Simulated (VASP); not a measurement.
# Fe (Im-3m) in VASP: notebook, part 2 of 2

VASP 6.6.1. Earlier steps stand in the parts before.

## 3. Single point, r2SCAN50, collinear spin, ferromagnetic start

This run uses another cell than the first one, of 11.54 Å³/atom.

Contents of POSCAR:

```
Fe
1.0
   -1.4234976093      1.4234976093      1.4234976093
    1.4234976093     -1.4234976093      1.4234976093
    1.4234976093      1.4234976093     -1.4234976093
Fe
1
Direct
    0.0000000000      0.0000000000      0.0000000000
```

Contents of INCAR.step1:

```
SYSTEM = Fe
PREC = Accurate ; ENCUT = 520
EDIFF = 1E-5 ; ISMEAR = -1
SIGMA = 0.05 ; LREAL = .False.
LASPH = .True. ; NELM = 150
ALGO = Normal ; ISIF = 2
LWAVE = .True. ; LCHARG = .False.
ISPIN = 2 ; MAGMOM = 3
LORBIT = 11 ; LMAXMIX = 4
GGA = PE ; NBANDS = 14
```

Contents of INCAR.step2:

```
SYSTEM = Fe
PREC = Accurate ; ENCUT = 520
EDIFF = 1E-6 ; ISMEAR = -1
SIGMA = 0.05 ; LREAL = .False.
LASPH = .True. ; NELM = 150
ALGO = Normal ; ISIF = 2
LWAVE = .False. ; LCHARG = .False.
ISPIN = 2 ; MAGMOM = 3
LORBIT = 11 ; LMAXMIX = 4
METAGGA = R2SCAN ; LHFCALC = .True.
AEXX = 0.5 ; LMIXTAU = .True.
PRECFOCK = Normal ; ISTART = 1
NBANDS = 14
```

Contents of KPOINTS:

```
Automatic mesh
0
Gamma
  7 7 7
  0 0 0
```

Potentials or basis: VASP PAW PBE potentials, release 64 (Fe).

Launch:

```
$ cat potpaw_PBE.64/Fe/POTCAR > POTCAR
$ cp INCAR.step1 INCAR
$ mpirun -np 1 vasp_std > vasp.out
$ cp INCAR.step2 INCAR
$ mpirun -np 1 vasp_std > vasp.out
```

OUTCAR:

```text
SYSTEM = Fe
   PREC = Accurate
   ENCUT = 520
   EDIFF = 1E-6
   ISMEAR = -1
   LREAL = .False.
   LASPH = .True.
   NELM = 150
   ISIF = 2
   ISPIN = 2
   LORBIT = 11
   METAGGA = R2SCAN
   LHFCALC = .True.
   AEXX = 0.5
   PRECFOCK = Normal
   ISTART = 1

 ion  position               nearest neighbor table
   1  0.000  0.000  0.000-

  LATTYP: Found a body centered cubic cell.
 ALAT       =     2.8469952186

  Lattice vectors:

 A1 = (  -1.4234976093,   1.4234976093,   1.4234976093)
 A2 = (   1.4234976093,  -1.4234976093,   1.4234976093)
 A3 = (   1.4234976093,   1.4234976093,  -1.4234976093)

Analysis of symmetry for initial positions (statically):
=====================================================================
 Subroutine PRICEL returns:
 Original cell was already a primitive cell.

 Routine SETGRP: Setting up the symmetry group for a
 body centered cubic supercell.

 Subroutine GETGRP returns: Found 48 space group operations
 (whereof 48 operations were pure point group operations)
[... 541 lines left out ...]
     10      40.0667      0.00000
     11      40.0668      0.00000
     12      43.8152      0.00000
     13      43.8153      0.00000
     14      43.8154      0.00000
[... 309 lines left out ...]
      1       2.0487      1.00000
      2       2.5506      1.00000
      3      11.8377      0.00000
      4      11.8378      0.00000
      5      12.6277      0.00000
      6      16.1601      0.00000
      7      19.0604      0.00000
      8      19.0605      0.00000
      9      27.5606      0.00000
     10      28.2276      0.00000
     11      32.9665      0.00000
     12      48.4547      0.00000
     13      54.7114      0.00000
     14      54.7114      0.00000

------------------------ aborting loop because EDIFF is reached ----------------------------------------

  FORCE on cell =-STRESS in cart. coord.  units (eV):
  Direction    XX          YY          ZZ          XY          YZ          ZX
  --------------------------------------------------------------------------------------
  -------------------------------------------------------------------------------------
  Total        1.2704523      1.2704523      1.2704523     -0.0000000     -0.0000000     -0.0000000
  in kB      176.4163034    176.4163034    176.4163034     -0.0000000     -0.0000000     -0.0000000
  external PRESSURE =     176.4163034 kB  Pullay stress =       0.0000000 kB

 VOLUME and BASIS-vectors are now :
 -----------------------------------------------------------------------------
  energy-cutoff  :      520.00
  volume of cell :       11.54
      direct lattice vectors                 reciprocal lattice vectors
    -1.423497609  1.423497609  1.423497609     0.000000000  0.351247516  0.351247516
     1.423497609 -1.423497609  1.423497609     0.351247516  0.000000000  0.351247516
     1.423497609  1.423497609 -1.423497609     0.351247516  0.351247516  0.000000000

 POSITION                                       TOTAL-FORCE (eV/Angst)
 -----------------------------------------------------------------------------------
      0.00000      0.00000      0.00000        -0.000000      0.000000      0.000000
 -----------------------------------------------------------------------------------
    total drift:                                0.000000     -0.000000      0.000000

  FREE ENERGIE OF THE ION-ELECTRON SYSTEM (eV)
  ---------------------------------------------------
  free  energy   TOTEN  =       -21.0411897192 eV

  energy  without entropy=      -21.0390254103  energy(sigma->0) =      -21.04010756

 total charge

# of ion       s       p       d       tot
------------------------------------------
    1        0.518   0.621   6.160   7.299

 magnetization (x)

# of ion       s       p       d       tot
------------------------------------------
    1       -0.049  -0.233   3.264   2.981
```

OSZICAR.step1:

```text
N       E                     dE             d eps       ncg     rms          rms(c)
DAV:   1     0.212329216348E+02    0.21233E+02   -0.37379E+03  1208   0.688E+02
DAV:   2    -0.824727638073E+01   -0.29480E+02   -0.27448E+02  1186   0.128E+02
DAV:   3    -0.914339643826E+01   -0.89612E+00   -0.89331E+00  1398   0.229E+01
DAV:   4    -0.914630573943E+01   -0.29093E-02   -0.29092E-02  1288   0.118E+00
DAV:   5    -0.914631991144E+01   -0.14172E-04   -0.14172E-04  1428   0.844E-02    0.113E+01
DAV:   6    -0.833435907077E+01    0.81196E+00   -0.98556E+00  1390   0.363E+01    0.567E+00
DAV:   7    -0.826986891426E+01    0.64490E-01   -0.64455E-01  1342   0.898E+00    0.343E+00
DAV:   8    -0.826147377888E+01    0.83951E-02   -0.10533E-02  1376   0.736E-01    0.146E+00
DAV:   9    -0.825396891285E+01    0.75049E-02   -0.65757E-03  1494   0.445E-01    0.384E-01
DAV:  10    -0.825452618533E+01   -0.55727E-03   -0.62057E-04  1348   0.238E-01    0.114E-01
DAV:  11    -0.825455481836E+01   -0.28633E-04   -0.18406E-04  1492   0.109E-01    0.346E-02
DAV:  12    -0.825455435381E+01    0.46455E-06   -0.24253E-06   710   0.154E-02
   1 F= -.82545544E+01 E0= -.82515950E+01  d E =-.591872E-02  mag=     2.3125
```

Run time: 48 min. Hardware: 1 thread of Oxide Virtual Turin-like, shared host; peak memory 0.1 GiB.

What came out:

| Quantity | Value |
| --- | --- |
| Free energy | -21.0412 eV |
| Pressure | 17.6 GPa |
| Net moment | 2.89 μB per cell |
| Site moments | Fe +2.98 μB |
| Valence electrons inside the program's atomic spheres | Fe 7.30 |

Levels at points of the mesh, in eV from the Fermi level:
Spin up:
| k point | band 2 | band 3 | band 4 | band 5 | band 6 | band 7 | band 8 | band 9 |
| --- | --- | --- | --- | --- | --- | --- | --- | --- |
| (0.00, 0.00, 0.00) | -9.62 | -9.62 | -9.62 | -8.42 | -8.42 | 27.54 | 27.54 | 27.54 |
Spin down:
```csv
k point,band 1,band 2,band 3,band 4,band 5,band 6
"(0.00, 0.00, 0.00)",-14.14,2.15,2.15,2.15,6.43,6.43
```

Caveat: the k points lie up to 0.45 Å⁻¹ apart; the PAW data sets were made with another functional, which shifts forces and pressure a little.
